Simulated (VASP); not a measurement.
**RbBr: single point with PBEsol**

Crystal: RbBr.

```
Rb Br
1.0
     4.07017    0.00000    0.00000
     0.00000    4.07017    0.00000
     0.00000    0.00000    4.07017
Rb Br
1 1
Cartesian
  -0.2423 0.0000 0.0000
  2.2943 2.0351 2.0351
```

- Program: VASP 6.6.1
- Task: single point
- Functional: PBEsol
- Potentials or basis: VASP PAW PBE potentials, release 64 (Rb_sv, Br)
- Cutoff: 520 eV
- k mesh: 6 × 6 × 6
- Occupations: gaussian, width 0.05 eV
- Spin: no spin polarisation

```json
{
  "Pressure": "1.5 GPa",
  "Largest force": "0.463 eV/Å",
  "Band gap on the k mesh": "4.10 eV, indirect (least direct gap 4.24 eV)"
}
```

Forces on the atoms (eV/Å):
```
Rb   0.463  0.000  0.000
Br  -0.463  0.000  0.000
```

Stress tensor (GPa, compression positive):
```
0.96 0.00 0.00
0.00 1.77 0.00
0.00 0.00 1.77
```

Levels at points of the mesh, in eV from the valence-band top:
| k point | band 4 | band 5 | band 6 | band 7 | band 8 | band 9 | band 10 | band 11 | band 12 | band 13 |
| --- | --- | --- | --- | --- | --- | --- | --- | --- | --- | --- |
| (0.00, 0.00, 0.00) | -8.86 | -8.82 | -0.24 | -0.14 | -0.14 | 4.10 | 5.37 | 6.05 | 9.87 | 10.34 |
| (0.50, 0.00, 0.00) | -8.80 | -8.80 | -1.80 | -0.21 | -0.21 | 6.51 | 7.28 | 8.01 | 9.10 | 9.58 |
| (0.00, 0.50, 0.00) | -8.82 | -8.79 | -1.80 | -0.33 | -0.11 | 6.56 | 6.90 | 7.73 | 8.06 | 10.17 |
| (0.50, 0.50, 0.00) | -9.11 | -8.75 | -1.13 | -1.07 | -0.10 | 5.34 | 6.22 | 8.04 | 8.23 | 10.66 |
| (0.00, 0.50, 0.50) | -9.24 | -8.77 | -1.04 | -1.04 | 0.00 | 5.38 | 6.57 | 8.11 | 8.11 | 11.47 |
| (0.50, 0.50, 0.50) | -9.14 | -9.12 | -1.40 | -1.34 | -1.34 | 7.60 | 7.60 | 8.48 | 9.87 | 10.55 |

Run time: 23 s on 1 thread of Intel(R) Xeon(R) Platinum 8375C CPU @ 2.90GHz (Ice Lake), on a shared host, peak memory 0.19 GiB.

Caveat: the PAW data sets were made with another functional, which shifts forces and pressure a little. A k mesh can miss the band edges.
